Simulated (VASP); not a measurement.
MoS2, 9 atoms in the cell. The cell holds a slab with vacuum, 9 atoms: a = 3.146 Å, b = 3.146 Å, c = 27.923 Å, α = 90.00°, β = 90.00°, γ = 120.00°. 

| Item | Value |
| --- | --- |
| Program | VASP 6.6.1 |
| Task | single point |
| Functional | PBEsol |
| Potentials or basis | VASP PAW PBE potentials, release 64 (Mo_sv, S) |
| Cutoff | 520 eV |
| k mesh | 10 × 10 × 1 |
| Occupations | fermi-dirac, width 0.05 eV |
| Spin | no spin polarisation |
| Hubbard terms | Mo d U = 6.0 eV |
| Dipole correction | no |
| Further INCAR settings | ALGO = Normal; EDIFF = 1e-07; NBANDS = 49 |

Potentials or basis: VASP PAW PBE potentials, release 64 (Mo_sv, S).

Command:

```bash
$ cat potpaw_PBE.64/Mo_sv/POTCAR potpaw_PBE.64/S/POTCAR > POTCAR
$ mpirun -np 1 vasp_std > vasp.out
```

Hardware: 1 thread of Intel(R) Xeon(R) 6975P-C (Granite Rapids), on a shared host.

Question: How long does it take, and how much memory?

Answer: Wall time 2.1 min on 1 thread of Intel(R) Xeon(R) 6975P-C (Granite Rapids) (shared host), peak memory 0.4 GiB. Counts: scf iterations 25, k points 14.
